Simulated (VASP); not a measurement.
A run of VASP 6.6.1 is set up as follows.

INCAR

```
SYSTEM = Fe
ALGO = Normal
EDIFF = 1E-7
EDIFFG = -0.01
ENCUT = 600
GGA = RE
IBRION = 2
ISIF = 3
ISMEAR = -1
ISPIN = 2
LASPH = .True.
LCHARG = .False.
LMAXMIX = 4
LORBIT = 11
LREAL = .False.
LWAVE = .False.
MAGMOM = 2.5 -2.5
NELM = 150
NSW = 80
PREC = Accurate
SIGMA = 0.05
```

The input KPOINTS:

```
k-points
0
Gamma
  11 11 11
  0 0 0
```

The input POSCAR:

```
Fe
1.0
    2.8665000000      0.0000000000      0.0000000000
    0.0000000000      2.8665000000      0.0000000000
    0.0000000000      0.0000000000      2.8665000000
Fe
2
Direct
    0.0000000000      0.0000000000      0.0000000000
    0.5000000000      0.5000000000      0.5000000000
```

Potentials or basis: VASP PAW PBE potentials, release 64 (Fe).

Command:

```bash
$ cat potpaw_PBE.64/Fe/POTCAR > POTCAR
$ mpirun -np 1 vasp_std > vasp.out
```

**Question.** What does it give for the net moment?

**Answer.** 0.00 μB per cell.

**Question.** Predict the relaxed cell.

**Answer.** a = 2.819 Å, b = 2.819 Å, c = 2.819 Å, α = 90.00°, β = 90.00°, γ = 90.00°.

**Question.** Predict the band gap on the k mesh.

**Answer.** Zero (filled and empty bands overlap).

The path:
```csv
step,energy change (eV),largest force (eV/Å),pressure (GPa),volume (Å³)
1,0.0000,0.0000,-5.63,23.55
2,-0.0213,0.0000,1.48,22.17
3,-0.0223,0.0000,0.03,22.39
```

Caveat: the PAW data sets were made with another functional, which shifts forces and pressure a little.
